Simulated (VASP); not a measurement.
## FeO: single point with PBE

The system is FeO.

```
Fe O
1.0
    -0.01077    2.15426    2.15426
     2.14349    0.00000    2.14349
     2.15426    2.15426   -0.01077
Fe O
1 1
Direct
  0.00000 0.00000 0.00000
  0.50000 0.50000 0.50000
```

```json
{
 "Program": "VASP 6.6.1",
 "Task": "single point",
 "Functional": "PBE",
 "Potentials or basis": "VASP PAW PBE potentials, release 64 (Fe, O)",
 "Cutoff": "520 eV",
 "k mesh": "14 × 14 × 14",
 "Occupations": "gaussian, width 0.05 eV",
 "Spin": "collinear spin, ferromagnetic start",
 "Starting moments": "[3.79, 0.0] μB",
 "Dipole correction": "no",
 "Further INCAR settings": "ALGO = Normal; EDIFF = 1e-07; NBANDS = 18"
}
```

```
Pressure                                              : 0.1 GPa
Band gap on the k mesh                                : zero (filled and empty bands overlap)
Net moment                                            : 4.00 μB per cell
Site moments                                          : Fe +3.62; O +0.30 μB
Valence electrons inside the program's atomic spheres : Fe 6.73; O 5.00
```

Stress tensor (GPa, compression positive):
```
0.06 0.00 0.35
0.00 0.06 0.00
0.35 0.00 0.06
```

Levels at points of the mesh, in eV from the Fermi level:
Spin up:
| k point | band 7 | band 8 | band 9 | band 10 | band 11 | band 12 |
| --- | --- | --- | --- | --- | --- | --- |
| (0.00, 0.00, 0.00) | -3.77 | -3.68 | -3.68 | 0.10 | 15.48 | 16.92 |
| (0.50, 0.00, 0.00) | -2.51 | -0.35 | -0.33 | 4.12 | 8.43 | 12.59 |
| (0.00, 0.50, 0.00) | -2.48 | -0.33 | -0.32 | 4.07 | 8.55 | 12.45 |
| (0.50, 0.50, 0.00) | -2.80 | -2.79 | -2.79 | 5.30 | 8.76 | 10.78 |
| (0.50, 0.00, 0.50) | -2.80 | -2.79 | -2.79 | 5.30 | 8.76 | 10.78 |
Spin down:
```
           k point  band 2  band 3  band 4  band 5  band 6  band 7  band 8  band 9
(0.00, 0.00, 0.00)   -3.27   -3.24   -3.21   -0.76   -0.74   -0.71    0.19    0.19
(0.50, 0.00, 0.00)   -8.01   -5.15   -5.10    0.37    0.40    0.59    2.77    2.79
(0.00, 0.50, 0.00)   -7.98   -5.19   -5.15    0.39    0.41    0.61    2.79    2.81
(0.50, 0.50, 0.00)   -6.88   -4.41   -4.41   -2.11    0.72    0.74    0.75    1.14
(0.50, 0.00, 0.50)   -6.88   -4.47   -4.36   -2.11    0.74    0.74    0.74    1.15
```

Wall time 2.5 min on 1 thread of Intel(R) Xeon(R) 6975P-C (Granite Rapids), with other jobs on the host, peak memory 0.33 GiB.

Caveat: a cell with one magnetic atom can't hold antiferromagnetic order, which such compounds often take; semilocal functionals often make such compounds metallic where correlation or magnetic order opens a gap, which also shifts bond lengths. With open d or f shells a metallic result of PBE can be an artefact of self-interaction; +U or a hybrid may open a gap.
